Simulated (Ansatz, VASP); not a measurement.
# GaP in VASP and in Ansatz

The input INCAR:

```
ALGO = Normal
EDIFF = 1E-6
ENCUT = 520
GGA = PE
ISIF = 2
ISMEAR = 0
LASPH = True
LCHARG = False
LREAL = False
LWAVE = False
NBANDS = 16
NELM = 60
PREC = Accurate
SIGMA = 0.05
```

Contents of KPOINTS:

```
k-points
0
Gamma
  8 8 8
```

The input POSCAR:

```
GaP
1.0
    0.0000000000      2.8813473215      2.6885142462
    2.6885142462      0.0000000000      2.6885142462
    2.6885142462      2.8813473215      0.0000000000
Ga P
1 1
Direct
    0.0000000000      0.0000000000      0.0000000000
    0.7500000000      0.7500000000      0.7500000000
```

Input for Ansatz:

```yaml
crystal:
  lattice:
    - [0.0, 2.8813473215, 2.6885142462]
    - [2.6885142462, 0.0, 2.6885142462]
    - [2.6885142462, 2.8813473215, 0.0]
  atoms:
    - { symbol: Ga, position: [0.0, 0.0, 0.0] }
    - { symbol: P, position: [0.75, 0.75, 0.75] }
basis:
  ecutwfc: 420
kpoints:
  mp_grid: { grid: [8, 8, 8] }
hamiltonian:
  xc: pbe
  pseudopotentials: { kind: paw, azcp: { folder: soft_1 } }
scf:
  occupations: { method: gaussian, width: 0.05 }
output:
  forces: true
  stress: true
  eigenvalues: true
```

Change from the starting cell: mode 4 frozen in at +0.000 Å, strain +e along z and -e/2 along x and y +0.0467.

Alike in both runs: task single point; functional PBE; k mesh 8 × 8 × 8; occupations gaussian, width 0.05 eV; no spin polarisation.

```csv
,VASP,Ansatz
version,VASP 6.6.1,Ansatz 0.2.0
potentials or method,"VASP PAW PBE potentials, release 64 (Ga_d, P), cutoff 520 eV","scalar-relativistic, plane waves, PAW"
valence electrons in the cell,18,18
```

Ansatz gave:

* gap on the k mesh at the Fermi level (eV): 1.35
* least direct gap on the mesh (eV): 1.41
* pressure (GPa): 0.1
* traceless stress, the component that is largest in VASP (GPa): -3.78

Q: Which values does VASP return?

A: gap on the k mesh at the Fermi level (eV): 1.34; least direct gap on the mesh (eV): 1.41; pressure (GPa): 0.0; traceless stress, the component that is largest in VASP (GPa): -3.79.
